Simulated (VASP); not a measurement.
Here is a VASP 6.6.1 calculation.

INCAR

```
SYSTEM = BWO4
PREC     = Accurate       ! precision mode
ENCUT    = 520            ! plane-wave cutoff, eV
EDIFF    = 1E-7           ! SCF threshold, eV
ISMEAR   = 0              ! smearing method
SIGMA    = 0.1            ! smearing width, eV
LREAL    = .FALSE.        ! projectors in reciprocal space
LASPH    = .TRUE.         ! aspherical terms in the spheres
NELM     = 80             ! most SCF steps
ALGO     = Normal         ! electronic algorithm
ISIF     = 2              ! what is computed and relaxed
LWAVE    = .FALSE.        ! write WAVECAR
LCHARG   = .TRUE.         ! write CHGCAR
GGA      = PE             ! functional
LELF     = .TRUE.         ! ELF
LVHAR    = .TRUE.       
NBANDS   = 30             ! bands
```

KPOINTS

```
regular mesh
0
G
  6 6 4
  0 0 0
```

POSCAR

```
BWO4
1.0
    2.7728780800      0.0000000000      0.0000000000
    0.0000000000      2.7728780800      0.0000000000
    0.0000000000      0.0000000000      3.9214417800
B W O
1 1 4
Direct
    0.5000000000      0.5000000000      0.5000000000
    0.0000000000      0.0000000000      0.0000000000
    0.5000000000      0.0000000000      0.2500000000
    0.0000000000      0.5000000000      0.7500000000
    0.5000000000      0.0000000000      0.7500000000
    0.0000000000      0.5000000000      0.2500000000
```

Potentials or basis: VASP PAW PBE potentials, release 64 (B, W_sv, O).

Launch:

```console
$ cat potpaw_PBE.64/B/POTCAR potpaw_PBE.64/W_sv/POTCAR potpaw_PBE.64/O/POTCAR > POTCAR
$ mpirun -np 1 vasp_std > vasp.out
```

Task: Estimate the largest force.

Result: 14.741 eV/Å.

Task: Predict the pressure.

Result: 528.0 GPa.

Task: Estimate the band gap on the k mesh.

Result: Zero (an odd number of electrons rules out a gap without spin polarisation).

Stress tensor (GPa, compression positive):
```
527.67   0.00   0.00
  0.00 527.67   0.00
  0.00   0.00 528.63
```

Caveat: the k points lie up to 0.40 Å⁻¹ apart, too coarse for converged energies and pressures of a metal; spin-orbit coupling is left out, which moves the levels of the heavy elements; an odd number of electrons without spin polarisation forces a metal; a magnetic or distorted state may lie lower.
